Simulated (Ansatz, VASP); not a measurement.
# Al8H: VASP beside Ansatz

File INCAR:

```
  ALGO = Normal
  DIPOL = 0.5 0.5 0.297
  EDIFF = 1E-6
  ENCUT = 520
  GGA = PE
  IDIPOL = 3
  ISIF = 2
  ISMEAR = 0
  LASPH = T
  LCHARG = T
  LDIPOL = T
  LELF = T
  LREAL = Auto
  LVACPOTAV = T
  LVHAR = T
  LWAVE = F
  NBANDS = 40
  NELM = 100
  PREC = Accurate
  SIGMA = 0.1
```

File KPOINTS:

```
k-points
0
Gamma
  5 4 1
```

Contents of POSCAR:

```
Al8H
1.0
    5.7135165837      0.0000000000      0.0000000000
    0.0000000000      8.0801326415      0.0000000000
    0.0000000000      0.0000000000     22.2432786975
Al H
16 2
Direct
    0.2500000000      0.2500000000      0.1798296040
    0.2500000000      0.7500000000      0.1798296040
    0.7500000000      0.2500000000      0.1798296040
    0.7500000000      0.7500000000      0.1798296040
    0.0000000000      0.0000000000      0.2440458181
    0.0000000000      0.5000000000      0.2440458181
    0.5000000000      0.0000000000      0.2440458181
    0.5000000000      0.5000000000      0.2440458181
    0.2500000000      0.2500000000      0.3102598702
    0.2500000000      0.7500000000      0.3102598702
    0.7500000000      0.2500000000      0.3102598702
    0.7500000000      0.7500000000      0.3102598702
    0.0000000000      0.0000000000      0.3705963860
    0.0000000000      0.5000000000      0.3705963860
    0.5000000000      0.0000000000      0.3705963860
    0.5000000000      0.5000000000      0.3705963860
    0.7500000000     -0.0925108576      0.4627590580
    0.7500000000      0.0925108576      0.4627590580
```

Input for Ansatz:

```yaml
crystal:
  lattice:
    - [5.7135165837, 0.0, 0.0]
    - [0.0, 8.0801326415, 0.0]
    - [0.0, 0.0, 22.2432786975]
  atoms:
    - { symbol: Al, position: [0.25, 0.25, 0.179829604] }
    - { symbol: Al, position: [0.25, 0.75, 0.179829604] }
    - { symbol: Al, position: [0.75, 0.25, 0.179829604] }
    - { symbol: Al, position: [0.75, 0.75, 0.179829604] }
    - { symbol: Al, position: [0.0, 0.0, 0.2440458181] }
    - { symbol: Al, position: [0.0, 0.5, 0.2440458181] }
    - { symbol: Al, position: [0.5, 0.0, 0.2440458181] }
    - { symbol: Al, position: [0.5, 0.5, 0.2440458181] }
    - { symbol: Al, position: [0.25, 0.25, 0.3102598702] }
    - { symbol: Al, position: [0.25, 0.75, 0.3102598702] }
    - { symbol: Al, position: [0.75, 0.25, 0.3102598702] }
    - { symbol: Al, position: [0.75, 0.75, 0.3102598702] }
    - { symbol: Al, position: [0.0, 0.0, 0.370596386] }
    - { symbol: Al, position: [0.0, 0.5, 0.370596386] }
    - { symbol: Al, position: [0.5, 0.0, 0.370596386] }
    - { symbol: Al, position: [0.5, 0.5, 0.370596386] }
    - { symbol: H, position: [0.75, -0.0925108576, 0.462759058] }
    - { symbol: H, position: [0.75, 0.0925108576, 0.462759058] }
basis:
  ecutwfc: 420
kpoints:
  mp_grid: { grid: [5, 4, 1] }
hamiltonian:
  xc: pbe
  pseudopotentials: { kind: paw, azcp: { folder: soft_1 } }
scf:
  occupations: { method: gaussian, width: 0.1 }
output:
  forces: true
  eigenvalues: true
efield:
  axis: 3
  dipole_correction: true
  ramp_width: 0.04
```

Alike in both runs: task single point; functional PBE; k mesh 5 × 4 × 1; occupations gaussian, width 0.1 eV; no spin polarisation.

```csv
,VASP,Ansatz
version,VASP 6.6.1,Ansatz 0.2.0
potentials or method,"VASP PAW PBE potentials, release 64 (Al, H), cutoff 520 eV","scalar-relativistic, plane waves, PAW"
valence electrons in the cell,50,50
```

Ansatz gave:

- gap on the k mesh at the Fermi level (eV): none
- rms of the force components (eV/Å): 0.510
- work function, face that differs most (eV): 4.19

Question: Estimate VASP's values.

Answer: gap on the k mesh at the Fermi level (eV): none; rms of the force components (eV/Å): 0.511; work function, face that differs most (eV): 4.20.

Atom by atom the forces differ by 0.002 eV/Å (rms over components). A gap of «none» marks a metal or a gap that the smearing closes.
